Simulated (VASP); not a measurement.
Wanted: the native input for a VASP 6.6.1 run.

```
Task                   : single point
Functional             : PBE
Potentials or basis    : VASP PAW PBE potentials, release 64 (I)
Cutoff                 : 520 eV
k mesh                 : 7 × 7 × 3
Occupations            : gaussian, width 0.011 eV
Spin                   : no spin polarisation
Dipole correction      : no
Further INCAR settings : ALGO = Normal; EDIFF = 1e-07; NBANDS = 22
```

The structure of I lies in POSCAR:

```
I
1.0
    3.6350350000     -2.3950200000      0.0000000000
    3.6350350000      2.3950200000      0.0000000000
    0.0000000000      0.0000000000      9.7934400000
I
4
Direct
    0.6493000000      0.3507000000      0.3844000000
    0.1493000000      0.8507000000      0.1156000000
    0.3507000000      0.6493000000      0.6156000000
    0.8507000000      0.1493000000      0.8844000000
```

These files were run (other wordings do the same):

INCAR

```
SYSTEM = I
  ALGO = Normal
  EDIFF = 1E-7
  ENCUT = 520
  GGA = PE
  ISIF = 2
  ISMEAR = 0
  LASPH = .TRUE.
  LCHARG = .FALSE.
  LREAL = .FALSE.
  LWAVE = .FALSE.
  NBANDS = 22
  NELM = 60
  PREC = Accurate
  SIGMA = 0.011
```

KPOINTS

```
k-points
0
G
  7 7 3
  0 0 0
```

Potentials or basis: VASP PAW PBE potentials, release 64 (I).

Run with:

```bash
$ cat potpaw_PBE.64/I/POTCAR > POTCAR
$ mpirun -np 1 vasp_std > vasp.out
```

It gave:

The pressure is 1.7 GPa, the largest force is 0.844 eV/Å and the band gap on the k mesh is 1.33 eV (least direct gap 1.41 eV).

Caveat: this functional lacks dispersion, which holds the molecules together, so the pressure and a relaxed volume are unreliable; spin-orbit coupling is left out, which moves the levels of the heavy elements.

Run time: 2.2 min on 1 thread of Oxide Virtual Turin-like Processor, on a shared host, peak memory 0.26 GiB.
